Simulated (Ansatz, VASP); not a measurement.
**Two plane-wave programs on BN**

```
B N
1.0
     0.00000    1.78947    1.78947
     1.78947    0.00000    1.78947
     1.78947    1.78947    0.00000
B N
1 1
Direct
  0.00000 0.00000 0.00000
  0.25000 0.25000 0.25000
```

Alike in both runs: functional LDA; k mesh 10 × 10 × 10; occupations gaussian, width 0.1 eV; no spin polarisation.

Ansatz relaxed the structure, and its values are those at the end. VASP's run is a single point on that final structure, the one shown.

```csv
,VASP,Ansatz
version,VASP 6.6.1,Ansatz 0.2.0
potentials or method,"VASP PAW LDA potentials, release 64 (B_h, N_h), cutoff 1330 eV","scalar-relativistic, plane waves, PAW"
valence electrons in the cell,8,8
```

|  | VASP | Ansatz | Ansatz less VASP |
| --- | --- | --- | --- |
| gap on the k mesh at the Fermi level (eV) | 4.38 | 4.39 | +0.008 |
| least direct gap on the mesh (eV) | 8.83 | 8.83 | +0.003 |
| pressure (GPa) | 1.2 | 0.3 | -0.90 |

Ansatz warns that its potentials were made for another functional, while VASP's fit it. LDA's correlation is that of Perdew and Zunger in VASP and of Perdew and Wang (1992) in Ansatz.
